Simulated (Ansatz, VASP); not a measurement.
Two plane-wave programs on HfO2

```xyz
6
Lattice="3.6045 0.0000 0.0000 0.0000 3.6045 0.0000 0.0000 0.0000 5.2648" Properties=species:S:1:pos:R:3 pbc="T T T"
O     0.0000    1.8023    1.0172
O     0.0000    1.8023    3.6496
O     1.8023    0.0000    1.6153
O     1.8023    0.0000    4.2477
Hf    0.0000    0.0000    0.0000
Hf    1.8023    1.8023    2.6324
```

Alike in both runs: functional PBE; k mesh 5 × 5 × 4; no spin polarisation.

Ansatz relaxed the structure, and its values are those at the end. VASP's run is a single point on that final structure, the one shown.

```csv
,VASP,Ansatz
version,VASP 6.6.1,Ansatz 0.2.0
potentials or method,"VASP PAW PBE potentials, release 64 (O, Hf_pv), cutoff 520 eV",PAW plane waves
occupations,"fermi-dirac, width 0.1 eV",fermi-dirac
valence electrons in the cell,44,76
```

```tsv
	VASP	Ansatz	Ansatz less VASP
gap on the k mesh at the Fermi level (eV)	4.65	4.67	+0.022
pressure (GPa)	-3.2	0.0	+3.14
rms of the force components (eV/Å)	0.023	0.000	-0.0233
```

VASP's potentials hold 44 valence electrons a cell and Ansatz's 76, so a difference there can come from the potentials and not from the codes.

Spin-orbit coupling is off throughout.
